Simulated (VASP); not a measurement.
Crystal: Ta.

```xyz
1
Lattice="-1.6513 1.6513 1.6513 1.6513 -1.6513 1.6513 1.6513 1.6513 -1.6513" Properties=species:S:1:pos:R:3 pbc="T T T"
Ta    0.0000    0.0000    0.0000
```

```yaml
Program: VASP 6.6.1
Task: relaxation of cell and atoms
Functional: LDA
Potentials_or_basis: VASP PAW LDA potentials, release 64 (Ta_sv_GW)
Cutoff: 500 eV
k_mesh: 7 × 7 × 7
Occupations: gaussian, width 0.1 eV
Spin: no spin polarisation
```

At the start: pressure -8.3 GPa; volume 18.01 Å³/atom.

**Question.** How do energy, volume and symmetry change on relaxing?

**Answer.** Over 4 steps the energy falls by 17.8 meV/atom and the volume is 17.35 Å³/atom (-3.7 %); space group Im-3m (No. 229, to 0.05 Å).

Step by step:
```tsv
step	energy change (eV)	largest force (eV/Å)	pressure (GPa)	volume (Å³)
1	0.0000	0.0000	-8.31	18.01
2	0.1149	0.0000	26.67	15.68
3	-0.0177	0.0000	-0.52	17.39
4	-0.0178	0.0000	-0.02	17.35
```

Final structure:
```
CELL_PARAMETERS angstrom
-1.63077 1.63077 1.63077
1.63077 -1.63077 1.63077
1.63077 1.63077 -1.63077
ATOMIC_POSITIONS crystal
Ta 0.00000 0.00000 0.00000
```

Caveat: the k points lie up to 0.39 Å⁻¹ apart in the final cell.
